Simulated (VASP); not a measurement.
# CaO (Fm-3m) in VASP: settings compared

Aim: see how the results for CaO move with the level of theory and the settings. Levels: LDA, HSE06. Tasks: single point.

Program: VASP 6.6.1. These are calculated values, not measurements. Logs are shortened: lines on timing, memory, paths and dates and some standing lists are left out, and cuts for length are marked.

## Step 1: The cell of the first run

It takes space group Fm-3m (No. 225, cubic). Conventional cell: a = 4.795 Å, b = 4.795 Å, c = 4.795 Å, α = 90.00°, β = 90.00°, γ = 90.00°. Within 3.2 Å of Ca (site symmetry m-3m) lie 6 O at 2.40 Å. Within 3.2 Å of O (site symmetry m-3m) lie 6 Ca at 2.40 Å.

## Step 2: Single point, LDA

The input, INCAR:

```
SYSTEM = CaO
PREC = Accurate
ENCUT = 520
EDIFF = 1E-7
ISMEAR = 0
SIGMA = 0.01
LREAL = .FALSE.
LASPH = .TRUE.
NELM = 60
ALGO = Normal
ISIF = 2
LWAVE = .FALSE.
LCHARG = .FALSE.
NBANDS = 15
```

The input, KPOINTS:

```
Automatic mesh
0
G
  8 8 8
  0 0 0
```

The input, POSCAR:

```
CaO
1.0
    0.0000000000      2.3975501188      2.3975501188
    2.3975501188      0.0000000000      2.3975501188
    2.3975501188      2.3975501188      0.0000000000
Ca O
1 1
Direct
    0.0000000000      0.0000000000      0.0000000000
    0.5000000000      0.5000000000      0.5000000000
```

Potentials or basis: VASP PAW LDA potentials, release 64 (Ca_sv, O).

Started as:

```sh
$ cat potpaw_LDA.64/Ca_sv/POTCAR potpaw_LDA.64/O/POTCAR > POTCAR
$ mpirun -np 1 vasp_std > vasp.out
```

OUTCAR:

```text
SYSTEM = CaO
   PREC = Accurate
   ENCUT = 520
   EDIFF = 1E-7
   ISMEAR = 0
   LREAL = .FALSE.
   LASPH = .TRUE.
   NELM = 60
   ISIF = 2

 ion  position               nearest neighbor table
   1  0.000  0.000  0.000-   2 2.40   2 2.40   2 2.40   2 2.40   2 2.40   2 2.40
   2  0.500  0.500  0.500-   1 2.40   1 2.40   1 2.40   1 2.40   1 2.40   1 2.40

  LATTYP: Found a face centered cubic cell.
 ALAT       =     4.7951002376

  Lattice vectors:

 A1 = (   0.0000000000,   2.3975501188,   2.3975501188)
 A2 = (   2.3975501188,   0.0000000000,   2.3975501188)
 A3 = (   2.3975501188,   2.3975501188,   0.0000000000)

Analysis of symmetry for initial positions (statically):
=====================================================================
 Subroutine PRICEL returns:
 Original cell was already a primitive cell.

 Routine SETGRP: Setting up the symmetry group for a
 face centered cubic supercell.

 Subroutine GETGRP returns: Found 48 space group operations
 (whereof 48 operations were pure point group operations)
 out of a pool of 48 trial point group operations.

The static configuration has the point symmetry O_h .

Analysis of symmetry for dynamics (positions and initial velocities):
=====================================================================
 Subroutine PRICEL returns:
 Original cell was already a primitive cell.

 Routine SETGRP: Setting up the symmetry group for a
 face centered cubic supercell.

 Subroutine GETGRP returns: Found 48 space group operations
 (whereof 48 operations were pure point group operations)
 out of a pool of 48 trial point group operations.

The dynamic configuration has the point symmetry O_h .

 Subroutine INISYM returns: Found 48 space group operations
 (whereof 48 operations are pure point group operations),
 and found     1 'primitive' translations

----------------------------------------------------------------------------------------

                                     Primitive cell

  volume of cell :      27.5634

  direct lattice vectors                    reciprocal lattice vectors
     0.000000000  2.397550119  2.397550119    -0.208546214  0.208546214  0.208546214
     2.397550119  0.000000000  2.397550119     0.208546214 -0.208546214  0.208546214
     2.397550119  2.397550119  0.000000000     0.208546214  0.208546214 -0.208546214

  length of vectors
     3.390647894  3.390647894  3.390647894     0.361212638  0.361212638  0.361212638

  position of ions in fractional coordinates (direct lattice)
     0.000000000  0.000000000  0.000000000
     0.500000000  0.500000000  0.500000000

  ion indices of the primitive-cell ions
   primitive index   ion index
                 1           1
                 2           2

----------------------------------------------------------------------------------------

 KPOINTS: Automatic mesh

Automatic generation of k-mesh.
 Grid dimensions read from file:
 generate k-points for:    8    8    8

 Generating k-lattice:

  Cartesian coordinates                     Fractional coordinates (reciprocal lattice)
    -0.026068277  0.026068277  0.026068277     0.125000000  0.000000000  0.000000000
     0.026068277 -0.026068277  0.026068277     0.000000000  0.125000000  0.000000000
     0.026068277  0.026068277 -0.026068277     0.000000000  0.000000000  0.125000000

  Length of vectors
     0.045151580  0.045151580  0.045151580

  Shift w.r.t. Gamma in fractional coordinates (k-lattice)
     0.000000000  0.000000000  0.000000000

 Subroutine IBZKPT returns following result:
 ===========================================

 Found     29 irreducible k-points:

 Following reciprocal coordinates:
            Coordinates               Weight
  0.000000  0.000000  0.000000      1.000000
  0.125000  0.000000  0.000000      8.000000
  0.250000  0.000000  0.000000      8.000000
  0.375000  0.000000  0.000000      8.000000
  0.500000  0.000000  0.000000      4.000000
  0.125000  0.125000  0.000000      6.000000
[... 16 lines left out ...]
  0.500000  0.250000  0.125000     48.000000
 -0.375000  0.250000  0.125000     24.000000
 [... further k-points ...]
   k-points           NKPTS =     29   k-points in BZ     NKDIM =     29   number of bands    NBANDS=     15
   number of dos      NEDOS =    301   number of ions     NIONS =      2
   total plane-waves  NPLWV =  21952
   dimension x,y,z NGX =    28 NGY =   28 NGZ =   28
   dimension x,y,z NGXF=    56 NGYF=   56 NGZF=   56
   ions per type =               1   1
   NGX,Y,Z   is equivalent  to a cutoff of  13.73, 13.73, 13.73 a.u.
   NGXF,Y,Z  is equivalent  to a cutoff of  27.46, 27.46, 27.46 a.u.
 SYSTEM =  CaO
   PREC   = accura    normal or accurate (medium, high low for compatibility)
   ISTART =      0    job   : 0-new  1-cont  2-samecut
   ICHARG =      2    charge: 1-file 2-atom 10-const
   ISPIN  =      1    spin polarized calculation?
   LNONCOLLINEAR =      F non collinear calculations
   LSORBIT =      F    spin-orbit coupling
   LASPH  =      T    aspherical Exc in radial PAW
   ENCUT  =  520.0 eV  38.22 Ry    6.18 a.u.   6.30  6.30  6.30*2*pi/ulx,y,z
   NELM   =     60;   NELMIN=  2; NELMDL= -5     # of ELM steps
   EDIFF  = 0.1E-06   stopping-criterion for ELM
   LREAL  =      F    real-space projection
   EDIFFG = 0.1E-05   stopping-criterion for IOM
   NSW    =      0    number of steps for IOM
   IBRION =     -1    ionic relax: 0-MD 1-quasi-New 2-CG
   NFREE  =      0    steps in history (QN), initial steepest desc. (CG)
   ISIF   =      2    stress and relaxation
   ISYM   =      2    0-nonsym 1-usesym 2-fastsym
   POTIM  = 0.5000    time-step for ionic-motion
   TEBEG  =    0.0;   TEEND  =   0.0 temperature during run
   PSTRESS=    0.0 pullay stress
   NELECT =      16.0000    total number of electrons
   NUPDOWN=      -1.0000    fix difference up-down
   EMIN   =  10.00;   EMAX   =-10.00  energy-range for DOS
   EFERMI =   0.00;   METHOD = LEGACY
   ISMEAR =     0;   SIGMA  =   0.01  broadening in eV -4-tet -1-fermi 0-gaus
   EFERMI_NEDOS =   21; number of points for ismear=-14 and -15
   IALGO  =     38    algorithm
   IMIX   =      4    mixing-type and parameters
     AMIX     =   0.40;   BMIX     =  1.00
     AMIX_MAG =   1.60;   BMIX_MAG =  1.00
  volume/ion in A,a.u.               =      13.78        93.00
  Fermi-wavevector in a.u.,A,eV,Ry     =   1.365643  2.580691 25.374598  1.864980
  Thomas-Fermi vector in A             =   2.491853
   LORBIT       =      0    0 simple, 1 ext, 2 COOP (PROOUT), +10 PAW based schemes
   GGA     = CA    functional components
   LHFCALC =     F    Hartree Fock is set to
   AEXX    =    0.0000 exact exchange contribution
   IVDW    =     0    specifies the selected vdW correction
   LEPSILON=     F    determine dielectric tensor
   LRPA    =     F    only Hartree local field effects (RPA)
 non-spin polarized calculation
 Gauss-broadening in eV      SIGMA  =   0.01
  energy-cutoff  :      520.00
  volume of cell :       27.56
 maximum number of plane-waves:       754
 NGX is ok and might be reduce to    28
   NGX = 13   NGY = 13   NGZ = 13

 number of electron      15.9999997 magnetization

 Free energy of the ion-electron system (eV)
  ---------------------------------------------------
  ext. energy  EPLUGINS =         0.00000000
  ---------------------------------------------------
  free energy    TOTEN  =       -14.19949073 eV

  energy without entropy =      -14.19949073  energy(sigma->0) =      -14.19949073

 E-fermi :   2.2366     XC(G=0): -11.0643

 val. band max:        2.0548129034   @ k =   0.0000   0.0000   0.0000
 cond. band min:       5.5100536020   @ k =   0.5000   0.5000   0.0000
 fundamental gap:      3.4552406986
 Fermi energy:         2.2366445360

 k-point     1 :       0.0000    0.0000    0.0000
  band No.  band energies     occupation
      1     -34.9776      2.00000
      2     -16.0195      2.00000
      3     -16.0195      2.00000
      4     -16.0195      2.00000
      5     -13.1672      2.00000
      6       2.0548      2.00000
      7       2.0548      2.00000
      8       2.0548      2.00000
      9       6.6749      0.00000
     10       8.1800      0.00000
     11       8.1800      0.00000
     12       8.1800      0.00000
     13       9.7532      0.00000
     14       9.7532      0.00000
     15      16.9090      0.00000

 k-point     2 :       0.1250    0.0000    0.0000
  band No.  band energies     occupation
      1     -34.9609      2.00000
      2     -16.2499      2.00000
      3     -16.0282      2.00000
      4     -16.0282      2.00000
      5     -12.9259      2.00000
      6       1.5003      2.00000
      7       1.8353      2.00000
      8       1.8353      2.00000
      9       7.3640      0.00000
     10       8.1382      0.00000
     11       8.4535      0.00000
     12       8.4535      0.00000
     13      10.1331      0.00000
     14      10.1331      0.00000
     15      17.5353      0.00000

 k-point     3 :       0.2500    0.0000    0.0000
  band No.  band energies     occupation
      1     -34.9203      2.00000
      2     -16.7048      2.00000
      3     -16.0488      2.00000
      4     -16.0488      2.00000
      5     -12.4424      2.00000
      6       0.4678      2.00000
      7       1.3674      2.00000
      8       1.3674      2.00000
      9       8.2020      0.00000
     10       8.8283      0.00000
     11       9.1725      0.00000
     12       9.1725      0.00000
     13      11.0457      0.00000
     14      11.0457      0.00000
     15      17.9469      0.00000

 k-point     4 :       0.3750    0.0000    0.0000
  band No.  band energies     occupation
      1     -34.8792      2.00000
      2     -17.0783      2.00000
      3     -16.0692      2.00000
      4     -16.0692      2.00000
      5     -12.0359      2.00000
      6      -0.3623      2.00000
      7       0.9627      2.00000
      8       0.9627      2.00000
      9       8.6817      0.00000
     10      10.0086      0.00000
     11      10.0086      0.00000
     12      10.0293      0.00000
     13      12.0426      0.00000
     14      12.0426      0.00000
     15      16.8262      0.00000
[... 307 lines left out ...]
 k-point    22 :       0.3750    0.2500    0.1250
  band No.  band energies     occupation
      1     -34.8907      2.00000
      2     -16.7464      2.00000
      3     -16.1929      2.00000
      4     -16.0880      2.00000
      5     -12.3951      2.00000
      6       0.1810      2.00000
      7       1.2490      2.00000
      8       1.5237      2.00000
      9       7.3000      0.00000
     10       9.0880      0.00000
     11       9.8906      0.00000
     12      10.2295      0.00000
     13      11.0303      0.00000
     14      12.2312      0.00000
     15      18.4441      0.00000

 k-point    23 :       0.5000    0.2500    0.1250
  band No.  band energies     occupation
      1     -34.8581      2.00000
      2     -16.9105      2.00000
      3     -16.2637      2.00000
      4     -16.1284      2.00000
      5     -12.2418      2.00000
      6      -0.0048      2.00000
      7       0.9512      2.00000
      8       1.1892      2.00000
      9       7.8203      0.00000
     10       9.4850      0.00000
     11      10.5097      0.00000
     12      10.6243      0.00000
     13      12.0174      0.00000
     14      13.1479      0.00000
     15      16.7378      0.00000

 k-point    24 :      -0.3750    0.2500    0.1250
  band No.  band energies     occupation
      1     -34.8445      2.00000
      2     -16.9767      2.00000
      3     -16.2803      2.00000
      4     -16.1559      2.00000
      5     -12.1832      2.00000
      6      -0.0596      2.00000
      7       0.8975      2.00000
      8       0.9666      2.00000
      9       8.7247      0.00000
     10       8.7920      0.00000
     11      10.8168      0.00000
     12      11.0166      0.00000
     13      12.3235      0.00000
     14      13.9466      0.00000
     15      15.7992      0.00000

 [... further k-points ...]

------------------------ aborting loop because EDIFF is reached ----------------------------------------

  FORCE on cell =-STRESS in cart. coord.  units (eV):
  Direction    XX          YY          ZZ          XY          YZ          ZX
  --------------------------------------------------------------------------------------
  -------------------------------------------------------------------------------------
  Total       -0.9486186     -0.9486186     -0.9486186     -0.0000000      0.0000000      0.0000000
  in kB      -55.1403042    -55.1403042    -55.1403042     -0.0000000      0.0000000      0.0000000
  external PRESSURE =     -55.1403042 kB  Pullay stress =       0.0000000 kB

 VOLUME and BASIS-vectors are now :
 -----------------------------------------------------------------------------
  energy-cutoff  :      520.00
  volume of cell :       27.56
      direct lattice vectors                 reciprocal lattice vectors
     0.000000000  2.397550119  2.397550119    -0.208546214  0.208546214  0.208546214
     2.397550119  0.000000000  2.397550119     0.208546214 -0.208546214  0.208546214
     2.397550119  2.397550119  0.000000000     0.208546214  0.208546214 -0.208546214

 POSITION                                       TOTAL-FORCE (eV/Angst)
 -----------------------------------------------------------------------------------
      0.00000      0.00000      0.00000         0.000000      0.000000      0.000000
      2.39755      2.39755      2.39755        -0.000000     -0.000000     -0.000000
 -----------------------------------------------------------------------------------
    total drift:                                0.000000      0.000000      0.000000

  FREE ENERGIE OF THE ION-ELECTRON SYSTEM (eV)
  ---------------------------------------------------
  free  energy   TOTEN  =       -14.1994907298 eV

  energy  without entropy=      -14.1994907298  energy(sigma->0) =      -14.19949073
```

Wall time 12 s (1 thread of Intel Xeon Platinum 8259CL at 2.50GHz (Skylake/Cascade Lake), shared host); peak memory 0.14 GiB.

Results:

```
Free energy            : -14.1995 eV
Pressure               : -5.5 GPa
Band gap on the k mesh : 3.46 eV (least direct gap 3.83 eV)
```

Caveat: the cell stands under tension.

## Step 3: Single point, HSE06

POSCAR is that of step 2.

The input, INCAR.step1:

```
SYSTEM = CaO
  PREC = Accurate
  ENCUT = 520
  EDIFF = 1E-5
  ISMEAR = 0
  SIGMA = 0.01
  LREAL = .FALSE.
  LASPH = .TRUE.
  NELM = 80
  ALGO = Normal
  ISIF = 2
  LWAVE = .TRUE.
  LCHARG = .FALSE.
  NBANDS = 15
  GGA = PE
```

The input, INCAR.step2:

```
SYSTEM = CaO
  PREC = Accurate
  ENCUT = 520
  EDIFF = 1E-6
  ISMEAR = 0
  SIGMA = 0.01
  LREAL = .FALSE.
  LASPH = .TRUE.
  NELM = 80
  ALGO = Normal
  ISIF = 2
  LWAVE = .FALSE.
  LCHARG = .FALSE.
  GGA = PE
  LHFCALC = .TRUE.
  HFSCREEN = 0.2079
  PRECFOCK = Normal
  NBANDS = 15
  ISTART = 1
```

The input, KPOINTS:

```
Automatic mesh
0
G
  6 6 6
  0 0 0
```

Potentials or basis: VASP PAW PBE potentials, release 64 (Ca_sv, O).

Started as:

```sh
$ cat potpaw_PBE.64/Ca_sv/POTCAR potpaw_PBE.64/O/POTCAR > POTCAR
$ cp INCAR.step1 INCAR
$ mpirun -np 1 vasp_std > vasp.out
$ cp INCAR.step2 INCAR
$ mpirun -np 1 vasp_std > vasp.out
```

Wall time 26 min (1 thread of Intel Xeon Platinum 8259CL at 2.50GHz (Skylake/Cascade Lake), shared host); peak memory 0.27 GiB.

Results (log left out):

- Free energy: -14.8774 eV
- Pressure: 1.0 GPa
- Band gap on the k mesh: 5.29 eV (least direct gap 5.72 eV)

Levels at points of the mesh, in eV from the valence-band top:
| k point | band 5 | band 6 | band 7 | band 8 | band 9 | band 10 | band 11 | band 12 |
| --- | --- | --- | --- | --- | --- | --- | --- | --- |
| (0.00, 0.00, 0.00) | -17.05 | 0.00 | 0.00 | 0.00 | 6.28 | 8.21 | 8.21 | 8.21 |
| (0.50, 0.00, 0.00) | -15.61 | -2.83 | -1.28 | -1.28 | 9.08 | 10.12 | 10.64 | 10.64 |
| (0.50, 0.50, 0.00) | -16.79 | -1.44 | -0.42 | -0.42 | 5.29 | 10.20 | 11.18 | 11.99 |

Caveat: the PAW data sets were made with another functional, which shifts forces and pressure a little. A k mesh can miss the band edges.
